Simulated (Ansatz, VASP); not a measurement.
## One calculation of Ir, two programs

```
Ir
1.0
     2.75138    0.00000    0.00000
    -1.37569    2.38276    0.00000
     0.00000    0.00000    4.10531
Ir
2
Direct
  0.66667 0.33333 0.75000
  0.33333 0.66667 0.25000
```

Change from the starting cell: strain +0.000 along x and y, -0.080 along z, atoms carried along.

Alike in both runs: task single point; functional r2SCAN; k mesh 18 × 18 × 12; occupations gaussian, width 0.15 eV; no spin polarisation.

|  | VASP | Ansatz |
| --- | --- | --- |
| version | VASP 6.6.1 | Ansatz 0.2.0 |
| potentials or method | VASP PAW PBE potentials, release 64 (Ir), cutoff 520 eV | scalar-relativistic, plane waves, PAW |
| valence electrons in the cell | 18 | 34 |

```csv
,VASP,Ansatz,Ansatz less VASP
gap on the k mesh at the Fermi level (eV),none,none,-
pressure (GPa),32.9,29.4,-3.53
"traceless stress, the component that is largest in VASP (GPa)",24.84,24.31,-0.531
```

VASP's potentials were made for PBE, not for r2SCAN. A gap of «none» marks a metal or a gap that the smearing closes. The pressures are high and differ by over a tenth, so treat them with care. With one functional, cell and mesh, what is left measures potentials, basis and numerics. VASP's potentials hold 18 valence electrons a cell and Ansatz's 34, so a difference there can come from the potentials and not from the codes.

Neither program's run includes spin-orbit coupling.
